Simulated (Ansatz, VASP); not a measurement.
## Two plane-wave programs on Nb

```
Nb
1.0
     0.00000    3.09940    3.09940
     3.09940    0.00000    3.09940
     3.09940    3.09940    0.00000
Nb
2
Direct
  0.12500 0.12500 0.12500
  0.87500 0.87500 0.87500
```

Alike in both runs: task single point; functional RPBE; k mesh 10 × 10 × 10; occupations fermi-dirac, width 0.1 eV; no spin polarisation.

|  | VASP | Ansatz |
| --- | --- | --- |
| version | VASP 6.6.1 | Ansatz 0.2.0 |
| potentials or method | VASP PAW PBE potentials, release 64 (Nb_sv), cutoff 520 eV | plane waves (420 eV) with PAW, scalar-relativistic |
| valence electrons in the cell | 26 | 26 |

|  | VASP | Ansatz | Ansatz less VASP |
| --- | --- | --- | --- |
| pressure (GPa) | -5.5 | -5.4 | +0.05 |

VASP's potentials were made for PBE, not for RPBE.
